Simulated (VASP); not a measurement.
Input of a VASP 6.6.1 run:

Contents of INCAR:

```
SYSTEM = Nb
PREC = Accurate ; ENCUT = 520
EDIFF = 1E-6 ; ISMEAR = 0
SIGMA = 0.1 ; LREAL = .False.
LASPH = .True. ; NELM = 100
ALGO = Fast ; ISIF = 2
LWAVE = .False. ; LCHARG = .False.
GGA = CA ; NBANDS = 12
```

KPOINTS

```
Automatic mesh
0
Gamma
  18 18 18
  0 0 0
```

POSCAR

```
Nb
1.0
    0.0000000000      2.0697141094      2.0697141094
    2.0697141094      0.0000000000      2.0697141094
    2.0697141094      2.0697141094      0.0000000000
Nb
1
Direct
    0.0000000000      0.0000000000      0.0000000000
```

Potentials or basis: VASP PAW LDA potentials, release 64 (Nb_sv).

Run with:

```console
$ cat potpaw_LDA.64/Nb_sv/POTCAR > POTCAR
$ mpirun -np 1 vasp_std > vasp.out
```

Predict the pressure.

-0.1 GPa.
